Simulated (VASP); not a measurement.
**InC2: single point with PBE**

The system is InC2.

```
CELL_PARAMETERS angstrom
5.60008 0.00000 0.00000
0.00000 5.60008 0.00000
0.00000 0.00000 2.21947
ATOMIC_POSITIONS crystal
In 0.50000 0.50000 0.00000
In 0.00000 0.00000 0.00000
C 0.86318 0.63682 0.00000
C 0.13682 0.36318 0.00000
C 0.63682 0.13682 0.00000
C 0.36318 0.86318 0.00000
```

The cell was built from a structure type or drawn by symmetry, and may not be a known phase.

```
Program             : VASP 6.6.1
Task                : single point
Functional          : PBE
Potentials or basis : VASP PAW PBE potentials, release 64 (In_d, C)
Cutoff              : 520 eV
k mesh              : 4 × 4 × 8
Occupations         : gaussian, width 0.1 eV
Spin                : no spin polarisation
```

| Quantity | Value |
| --- | --- |
| Pressure | 34.7 GPa |
| Largest force | 3.531 eV/Å |
| Band gap on the k mesh | zero (bands 21 and 22 overlap by 3.75 eV) |

Forces on the atoms (eV/Å):
```
In   0.000  0.000  0.000
In   0.000  0.000  0.000
C    2.497 -2.497  0.000
C   -2.497  2.497  0.000
C   -2.497 -2.497  0.000
C    2.497  2.497  0.000
```

Stress tensor (GPa, compression positive):
```
 8.15  0.00  0.00
 0.00  8.15  0.00
 0.00  0.00 87.76
```

Levels at points of the mesh, in eV from the Fermi level:
```csv
k point,band 17,band 18,band 19,band 20,band 21,band 22,band 23,band 24
"(0.00, 0.00, 0.00)",-5.48,-5.26,-3.71,0.69,1.90,1.90,1.93,5.37
"(0.50, 0.00, 0.00)",-4.18,-4.18,-1.41,-1.41,0.41,0.41,3.60,3.60
"(0.50, 0.50, 0.00)",-4.10,-4.10,-4.10,-4.10,1.98,1.98,2.64,2.64
"(0.00, 0.00, 0.50)",-3.09,-3.09,-1.95,-1.59,-1.59,-1.25,-0.60,-0.60
"(0.50, 0.00, 0.50)",-3.45,-3.45,-2.37,-2.37,-0.55,-0.55,0.50,0.50
"(0.50, 0.50, 0.50)",-4.53,-4.53,-0.93,-0.93,-0.45,-0.45,-0.29,-0.29
```

Wall time 30 s on 1 thread of Intel(R) Xeon(R) 6975P-C (Granite Rapids), on a shared host, peak memory 0.2 GiB.

Caveat: the cell stands under pressure; spin-orbit coupling is left out, which moves the levels of the heavy elements; forces of over 1 eV/Å act on the atoms, so gaps and moduli don't describe the material at rest.
